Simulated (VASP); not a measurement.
# BAs (I-4m2) in VASP: notebook

BAs is run at these levels: r2SCAN; tasks: single point.

All numbers are computed with VASP 6.6.1; they aren't measurements. Logs are shortened: lines on timing, memory, paths and dates and some standing lists are left out, and cuts for length are marked.

### 1 The cell of the first run

Symmetry: I-4m2, No. 119, tetragonal system. Conventional cell: a = 3.108 Å, b = 3.108 Å, c = 4.777 Å, α = 90.00°, β = 90.00°, γ = 90.00°. Within 2.6 Å of B (site symmetry -4m2) lie 4 As at 1.96 Å. Within 2.6 Å of As (site symmetry -4m2) lie 4 B at 1.96 Å.

### 2 Single point, r2SCAN (strain -0.080 along x and y, +0.000 along z)

The input, POSCAR:

```
BAs
1.0
    0.0000000000      2.1974200000      2.3885000000
    2.1974200000      0.0000000000      2.3885000000
    2.1974200000      2.1974200000      0.0000000000
B As
1 1
Direct
    0.0000000000      0.0000000000      0.0000000000
    0.7500000000      0.7500000000      0.7500000000
```

The input, INCAR.step1:

```
PREC     = Accurate       # precision mode
ENCUT    = 520            # plane-wave cutoff, eV
ISMEAR   = 0              # smearing method
SIGMA    = 0.05           # smearing width, eV
LREAL    = False          # projectors in reciprocal space
LASPH    = True           # aspherical terms in the spheres
NELM     = 60             # most SCF steps
NBANDS   = 11             # bands
GGA      = PE             # functional
ALGO     = Normal         # electronic algorithm
EDIFF    = 1E-4           # SCF threshold, eV
LWAVE    = True           # write WAVECAR
LCHARG   = False          # write CHGCAR
```

The input, INCAR.step2:

```
PREC     = Accurate       # precision mode
ENCUT    = 520            # plane-wave cutoff, eV
EDIFF    = 1E-6           # SCF threshold, eV
ISMEAR   = 0              # smearing method
SIGMA    = 0.05           # smearing width, eV
LREAL    = False          # projectors in reciprocal space
LASPH    = True           # aspherical terms in the spheres
NELM     = 60             # most SCF steps
ALGO     = Normal         # electronic algorithm
ISIF     = 2              # what is computed and relaxed
LWAVE    = False          # write WAVECAR
LCHARG   = True           # write CHGCAR
METAGGA  = R2SCAN         # meta-GGA
LMIXTAU  = True         
LELF     = True           # ELF
LVHAR    = True         
NBANDS   = 11             # bands
ISTART   = 1
```

The input, KPOINTS:

```
Automatic mesh
0
Gamma
  10 10 10
```

Potentials or basis: VASP PAW PBE potentials, release 64 (B, As).

Command:

```sh
$ cat potpaw_PBE.64/B/POTCAR potpaw_PBE.64/As/POTCAR > POTCAR
$ cp INCAR.step1 INCAR
$ mpirun -np 1 vasp_std > vasp.out
$ cp INCAR.step2 INCAR
$ mpirun -np 1 vasp_std > vasp.out
```

OUTCAR:

```text
PREC = Accurate
   ENCUT = 520
   EDIFF = 1E-6
   ISMEAR = 0
   LREAL = False
   LASPH = True
   NELM = 60
   ISIF = 2
   METAGGA = R2SCAN
   ISTART = 1

 ion  position               nearest neighbor table
   1  0.000  0.000  0.000-   2 1.96   2 1.96   2 1.96   2 1.96
   2  0.750  0.750  0.750-   1 1.96   1 1.96   1 1.96   1 1.96

  LATTYP: Found a body centered tetragonal cell.
 ALAT       =     3.1076211662
 C/A-ratio  =     1.5371886548

  Lattice vectors:

 A1 = (  -2.1974200000,   0.0000000000,   2.3885000000)
 A2 = (   2.1974200000,   0.0000000000,   2.3885000000)
 A3 = (   0.0000000000,   2.1974200000,  -2.3885000000)

Analysis of symmetry for initial positions (statically):
=====================================================================
 Subroutine PRICEL returns:
 Original cell was already a primitive cell.

 Routine SETGRP: Setting up the symmetry group for a
 body centered tetragonal supercell.

 Subroutine GETGRP returns: Found  8 space group operations
 (whereof  8 operations were pure point group operations)
 out of a pool of 16 trial point group operations.

The static configuration has the point symmetry D_2d.

Analysis of symmetry for dynamics (positions and initial velocities):
=====================================================================
 Subroutine PRICEL returns:
 Original cell was already a primitive cell.

 Routine SETGRP: Setting up the symmetry group for a
 body centered tetragonal supercell.

 Subroutine GETGRP returns: Found  8 space group operations
 (whereof  8 operations were pure point group operations)
 out of a pool of 16 trial point group operations.

The dynamic configuration has the point symmetry D_2d.

 Subroutine INISYM returns: Found  8 space group operations
 (whereof  8 operations are pure point group operations),
 and found     1 'primitive' translations

----------------------------------------------------------------------------------------

                                     Primitive cell

  volume of cell :      23.0665

  direct lattice vectors                    reciprocal lattice vectors
     0.000000000  2.197420000  2.388500000    -0.227539569  0.227539569  0.209336404
     2.197420000  0.000000000  2.388500000     0.227539569 -0.227539569  0.209336404
     2.197420000  2.197420000  0.000000000     0.227539569  0.227539569 -0.209336404

  length of vectors
     3.245548784  3.245548784  3.107621166     0.383888318  0.383888318  0.383888318

  position of ions in fractional coordinates (direct lattice)
     0.000000000  0.000000000  0.000000000
     0.750000000  0.750000000  0.750000000

  ion indices of the primitive-cell ions
   primitive index   ion index
                 1           1
                 2           2

----------------------------------------------------------------------------------------

 KPOINTS: Automatic mesh

Automatic generation of k-mesh.
 Grid dimensions read from file:
 generate k-points for:   10   10   10

 Generating k-lattice:

  Cartesian coordinates                     Fractional coordinates (reciprocal lattice)
    -0.022753957  0.022753957  0.020933640     0.100000000  0.000000000  0.000000000
     0.022753957 -0.022753957  0.020933640     0.000000000  0.100000000  0.000000000
     0.022753957  0.022753957 -0.020933640     0.000000000  0.000000000  0.100000000

  Length of vectors
     0.038388832  0.038388832  0.038388832

  Shift w.r.t. Gamma in fractional coordinates (k-lattice)
     0.000000000  0.000000000  0.000000000

 Subroutine IBZKPT returns following result:
 ===========================================

 Found    102 irreducible k-points:

 Following reciprocal coordinates:
            Coordinates               Weight
  0.000000  0.000000  0.000000      1.000000
  0.100000 -0.000000  0.000000      8.000000
  0.200000 -0.000000  0.000000      8.000000
  0.300000 -0.000000  0.000000      8.000000
  0.400000 -0.000000  0.000000      8.000000
  0.500000 -0.000000  0.000000      4.000000
[... 16 lines left out ...]
  0.300000  0.300000  0.000000      2.000000
  0.400000  0.300000  0.000000      8.000000
 [... further k-points ...]
   k-points           NKPTS =    102   k-points in BZ     NKDIM =    102   number of bands    NBANDS=     11
   number of dos      NEDOS =    301   number of ions     NIONS =      2
   total plane-waves  NPLWV =  13824
   dimension x,y,z NGX =    24 NGY =   24 NGZ =   24
   dimension x,y,z NGXF=    48 NGYF=   48 NGZF=   48
   ions per type =               1   1
   NGX,Y,Z   is equivalent  to a cutoff of  12.29, 12.29, 12.84 a.u.
   NGXF,Y,Z  is equivalent  to a cutoff of  24.59, 24.59, 25.68 a.u.
 SYSTEM =  unknown system
   PREC   = accura    normal or accurate (medium, high low for compatibility)
   ISTART =      1    job   : 0-new  1-cont  2-samecut
   ICHARG =      0    charge: 1-file 2-atom 10-const
   ISPIN  =      1    spin polarized calculation?
   LNONCOLLINEAR =      F non collinear calculations
   LSORBIT =      F    spin-orbit coupling
   LASPH  =      T    aspherical Exc in radial PAW
   ENCUT  =  520.0 eV  38.22 Ry    6.18 a.u.   6.03  6.03  5.78*2*pi/ulx,y,z
   NELM   =     60;   NELMIN=  2; NELMDL=  0     # of ELM steps
   EDIFF  = 0.1E-05   stopping-criterion for ELM
   LREAL  =      F    real-space projection
   EDIFFG = 0.1E-04   stopping-criterion for IOM
   NSW    =      0    number of steps for IOM
   IBRION =     -1    ionic relax: 0-MD 1-quasi-New 2-CG
   NFREE  =      0    steps in history (QN), initial steepest desc. (CG)
   ISIF   =      2    stress and relaxation
   ISYM   =      2    0-nonsym 1-usesym 2-fastsym
   POTIM  = 0.5000    time-step for ionic-motion
   TEBEG  =    0.0;   TEEND  =   0.0 temperature during run
   PSTRESS=    0.0 pullay stress
   NELECT =       8.0000    total number of electrons
   NUPDOWN=      -1.0000    fix difference up-down
   EMIN   =  10.00;   EMAX   =-10.00  energy-range for DOS
   EFERMI =   0.00;   METHOD = LEGACY
   ISMEAR =     0;   SIGMA  =   0.05  broadening in eV -4-tet -1-fermi 0-gaus
   EFERMI_NEDOS =   21; number of points for ismear=-14 and -15
   IALGO  =     38    algorithm
   IMIX   =      4    mixing-type and parameters
     AMIX     =   0.40;   BMIX     =  1.00
     AMIX_MAG =   1.60;   BMIX_MAG =  1.00
  volume/ion in A,a.u.               =      11.53        77.83
  Fermi-wavevector in a.u.,A,eV,Ry     =   1.150211  2.173585 18.000323  1.322986
  Thomas-Fermi vector in A             =   2.286877
   LORBIT       =      0    0 simple, 1 ext, 2 COOP (PROOUT), +10 PAW based schemes
   METAGGA = R2SCAN    functional components
   LHFCALC =     F    Hartree Fock is set to
   AEXX    =    0.0000 exact exchange contribution
   IVDW    =     0    specifies the selected vdW correction
   LEPSILON=     F    determine dielectric tensor
   LRPA    =     F    only Hartree local field effects (RPA)
 non-spin polarized calculation
 Gauss-broadening in eV      SIGMA  =   0.05
  energy-cutoff  :      520.00
  volume of cell :       23.07
 maximum number of plane-waves:       638
   NGX = 13   NGY = 13   NGZ = 11

 number of electron       8.0000000 magnetization

 Free energy of the ion-electron system (eV)
  ---------------------------------------------------
  ext. energy  EPLUGINS =         0.00000000
  ---------------------------------------------------
  free energy    TOTEN  =       -21.75227395 eV

  energy without entropy =      -21.75227395  energy(sigma->0) =      -21.75227395

 E-fermi :   8.5943     XC(G=0): -11.9132

 val. band max:        8.3758693571   @ k =   0.0000   0.0000   0.0000
 cond. band min:       8.8202428071   @ k =   0.4000   0.0000   0.4000
 fundamental gap:      0.4443734500
 Fermi energy:         8.5943394136

 k-point     1 :       0.0000    0.0000    0.0000
  band No.  band energies     occupation
      1      -9.8293      2.00000
      2       7.3351      2.00000
      3       8.3759      2.00000
      4       8.3759      2.00000
      5      11.5517      0.00000
      6      11.5517      0.00000
      7      12.1282      0.00000
      8      15.3719      0.00000
      9      19.4695      0.00000
     10      20.5796      0.00000
     11      22.0612      0.00000

 k-point     2 :       0.1000   -0.0000    0.0000
  band No.  band energies     occupation
      1      -9.6291      2.00000
      2       6.2865      2.00000
      3       7.4122      2.00000
      4       8.0183      2.00000
      5      11.8385      0.00000
      6      12.0814      0.00000
      7      12.7588      0.00000
      8      15.9735      0.00000
      9      19.6118      0.00000
     10      20.3270      0.00000
     11      21.9961      0.00000

 k-point     3 :       0.2000   -0.0000    0.0000
  band No.  band energies     occupation
      1      -9.0356      2.00000
      2       3.6324      2.00000
      3       6.4974      2.00000
      4       7.3851      2.00000
      5      11.8875      0.00000
      6      13.0684      0.00000
      7      13.4758      0.00000
      8      17.2468      0.00000
      9      19.3300      0.00000
     10      20.7704      0.00000
     11      21.5640      0.00000

 k-point     4 :       0.3000   -0.0000    0.0000
  band No.  band energies     occupation
      1      -8.0795      2.00000
      2       0.9007      2.00000
      3       5.7695      2.00000
      4       6.8603      2.00000
      5      11.6257      0.00000
      6      13.6992      0.00000
      7      13.7294      0.00000
      8      18.1055      0.00000
      9      20.3112      0.00000
     10      20.9098      0.00000
     11      22.1250      0.00000
[... 239 lines left out ...]
 k-point    22 :      -0.2000    0.2000    0.0000
  band No.  band energies     occupation
      1      -7.6567      2.00000
      2       1.4885      2.00000
      3       2.5688      2.00000
      4       7.0986      2.00000
      5      13.4935      0.00000
      6      13.8788      0.00000
      7      14.6109      0.00000
      8      16.3949      0.00000
      9      19.0505      0.00000
     10      22.5187      0.00000
     11      24.2082      0.00000

 k-point    23 :       0.3000    0.3000    0.0000
  band No.  band energies     occupation
      1      -7.7230      2.00000
      2       1.4624      2.00000
      3       4.6103      2.00000
      4       4.6103      2.00000
      5      10.3079      0.00000
      6      12.3944      0.00000
      7      18.0973      0.00000
      8      18.0973      0.00000
      9      20.7227      0.00000
     10      25.6940      0.00000
     11      25.7552      0.00000

 k-point    24 :       0.4000    0.3000    0.0000
  band No.  band energies     occupation
      1      -6.8740      2.00000
      2       0.1197      2.00000
      3       3.4228      2.00000
      4       4.2948      2.00000
      5      10.6603      0.00000
      6      12.4274      0.00000
      7      18.5827      0.00000
      8      18.9455      0.00000
      9      21.8908      0.00000
     10      26.2587      0.00000
     11      26.6860      0.00000

 [... further k-points ...]
[... 5 lines left out ...]
  --------------------------------------------------------------------------------------
  -------------------------------------------------------------------------------------
  Total        6.1522385      6.1522385      2.6581882      0.0000000      0.0000000      0.0000000
  in kB      427.3289954    427.3289954    184.6353798      0.0000000      0.0000000      0.0000000
  external PRESSURE =     346.4311235 kB  Pullay stress =       0.0000000 kB

 VOLUME and BASIS-vectors are now :
 -----------------------------------------------------------------------------
  energy-cutoff  :      520.00
  volume of cell :       23.07
      direct lattice vectors                 reciprocal lattice vectors
     0.000000000  2.197420000  2.388500000    -0.227539569  0.227539569  0.209336404
     2.197420000  0.000000000  2.388500000     0.227539569 -0.227539569  0.209336404
     2.197420000  2.197420000  0.000000000     0.227539569  0.227539569 -0.209336404

 POSITION                                       TOTAL-FORCE (eV/Angst)
 -----------------------------------------------------------------------------------
      0.00000      0.00000      0.00000         0.000000      0.000000      0.000000
      3.29613      3.29613      3.58275        -0.000000     -0.000000     -0.000000
 -----------------------------------------------------------------------------------
    total drift:                                0.000000      0.000000     -0.000000

  FREE ENERGIE OF THE ION-ELECTRON SYSTEM (eV)
  ---------------------------------------------------
  free  energy   TOTEN  =       -21.7522739502 eV

  energy  without entropy=      -21.7522739502  energy(sigma->0) =      -21.75227395
```

Run time: 27 s. Hardware: 1 thread of Intel Xeon 6975P-C (Granite Rapids), shared host; peak memory 0.16 GiB.

Results:

| Item | Value |
| --- | --- |
| Free energy | -21.7523 eV |
| Pressure | 34.6 GPa |
| Band gap on the k mesh | 0.44 eV, indirect (least direct gap 3.18 eV) |

Levels at points of the mesh, in eV from the valence-band top:
```
           k point  band 1  band 2  band 3  band 4  band 5  band 6  band 7  band 8
(0.00, 0.00, 0.00)  -18.21   -1.04    0.00    0.00    3.18    3.18    3.75    7.00
(0.50, 0.00, 0.00)  -14.49  -10.95   -3.23   -1.94    2.89    5.29    5.36    9.66
(0.50, 0.50, 0.00)  -13.40  -10.98   -4.76   -4.76    1.77    2.11   13.51   13.51
(0.50, 0.00, 0.50)  -12.46  -10.17   -5.81   -5.62    0.69    0.77   12.32   14.02
```

Caveat: the cell differs from its parent crystal (strain -0.080 along x and y, +0.000 along z); the PAW data sets were made with another functional, which shifts forces and pressure a little. A k mesh can miss the band edges.

### 3 Single point, r2SCAN (strain -0.040 along x and y, -0.080 along z)

The input, POSCAR:

```
BAs
1.0
    0.0000000000      2.2929600000      2.1974200000
    2.2929600000      0.0000000000      2.1974200000
    2.2929600000      2.2929600000      0.0000000000
B As
1 1
Direct
    0.0000000000      0.0000000000      0.0000000000
    0.7500000000      0.7500000000      0.7500000000
```

The input, INCAR.step1:

```
SYSTEM = BAs
PREC = Accurate
ENCUT = 520
ISMEAR = 0
SIGMA = 0.05
LREAL = .False.
LASPH = .True.
NELM = 80
NBANDS = 11
GGA = PE
ALGO = Normal
EDIFF = 1E-4
LWAVE = .True.
LCHARG = .False.
```

The input, INCAR.step2:

```
SYSTEM = BAs
PREC = Accurate
ENCUT = 520
EDIFF = 1E-6
ISMEAR = 0
SIGMA = 0.05
LREAL = .False.
LASPH = .True.
NELM = 80
ALGO = Normal
ISIF = 2
LWAVE = .False.
LCHARG = .True.
METAGGA = R2SCAN
LMIXTAU = .True.
LELF = .True.
LVHAR = .True.
NBANDS = 11
ISTART = 1
```

The input, KPOINTS:

```
Automatic mesh
0
Gamma
  10 10 10
  0 0 0
```

Potentials or basis: VASP PAW PBE potentials, release 64 (B, As).

Command:

```sh
$ cat potpaw_PBE.64/B/POTCAR potpaw_PBE.64/As/POTCAR > POTCAR
$ cp INCAR.step1 INCAR
$ mpirun -np 1 vasp_std > vasp.out
$ cp INCAR.step2 INCAR
$ mpirun -np 1 vasp_std > vasp.out
```

Wall time 27 s (1 thread of Intel Xeon 6975P-C (Granite Rapids), shared host); peak memory 0.16 GiB.

Results (log left out):

| Quantity | Value |
| --- | --- |
| Free energy | -21.8329 eV |
| Pressure | 34.3 GPa |
| Band gap on the k mesh | 0.44 eV, indirect (least direct gap 3.17 eV) |

Stress tensor (GPa, compression positive):
```
30.97  0.00  0.00
 0.00 30.97  0.00
 0.00  0.00 40.98
```

Levels at points of the mesh, in eV from the valence-band top:
| k point | band 1 | band 2 | band 3 | band 4 | band 5 | band 6 | band 7 | band 8 | band 9 |
| --- | --- | --- | --- | --- | --- | --- | --- | --- | --- |
| (0.00, 0.00, 0.00) | -18.15 | -0.45 | -0.45 | 0.00 | 3.17 | 3.47 | 3.47 | 7.11 | 11.10 |
| (0.50, 0.00, 0.00) | -14.45 | -10.90 | -2.85 | -2.25 | 3.54 | 4.67 | 5.37 | 9.61 | 14.64 |
| (0.50, 0.50, 0.00) | -12.43 | -10.11 | -5.70 | -5.70 | 0.69 | 0.79 | 13.55 | 13.55 | 15.62 |
| (0.50, 0.00, 0.50) | -12.89 | -10.54 | -5.25 | -5.17 | 1.26 | 1.46 | 13.04 | 13.93 | 15.01 |

Caveat: the cell differs from its parent crystal (strain -0.040 along x and y, -0.080 along z); the PAW data sets were made with another functional, which shifts forces and pressure a little. A k mesh can miss the band edges.
